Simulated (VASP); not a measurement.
Set up this calculation in VASP 6.6.1, as the native input.

| Quantity | Value |
| --- | --- |
| Task | single point |
| Functional | PBEsol |
| Potentials or basis | VASP PAW PBE potentials, release 64 (V_sv, H) |
| Cutoff | 520 eV |
| k mesh | 13 × 13 × 13 |
| Occupations | fermi-dirac, width 0.1 eV |
| Spin | collinear spin, ferromagnetic start |
| Starting moments | [1.5, 0.0] μB |
| Dipole correction | no |
| Further INCAR settings | ALGO = Normal; EDIFF = 1e-06; NBANDS = 18 |

The structure of VH lies in POSCAR:

```
VH
1.0
    0.0000000000      1.9505740458      1.9505740458
    1.9505740458      0.0000000000      1.9505740458
    1.9505740458      1.9505740458      0.0000000000
V H
1 1
Direct
    0.0000000000      0.0000000000      0.0000000000
    0.5000000000      0.5000000000      0.5000000000
```

These files were run (other wordings do the same):

INCAR

```
PREC = Accurate
ENCUT = 520
EDIFF = 1E-6
ISMEAR = -1
SIGMA = 0.1
LREAL = F
LASPH = T
NELM = 150
ALGO = Normal
ISIF = 2
LWAVE = F
LCHARG = F
ISPIN = 2
MAGMOM = 1.5 0
LORBIT = 11
LMAXMIX = 4
GGA = PS
NBANDS = 18
```

KPOINTS

```
Automatic mesh
0
Gamma
  13 13 13
```

Potentials or basis: VASP PAW PBE potentials, release 64 (V_sv, H).

Launch:

```console
$ cat potpaw_PBE.64/V_sv/POTCAR potpaw_PBE.64/H/POTCAR > POTCAR
$ mpirun -np 1 vasp_std > vasp.out
```

Results of the run:

```json
{"Pressure": "0.4 GPa", "Band gap on the k mesh": "zero (filled and empty bands overlap)", "Net moment": "0.00 μB per cell", "Valence electrons inside the program's atomic spheres": "V 11.69; H 0.57"}
```

Caveat: the moments typed at the start vanished in this run; the PAW data sets were made with another functional, which shifts forces and pressure a little.

Wall time 40 s on 1 thread of AMD EPYC 7R13 Processor (Zen 3), with other jobs on the host, peak memory 0.14 GiB.
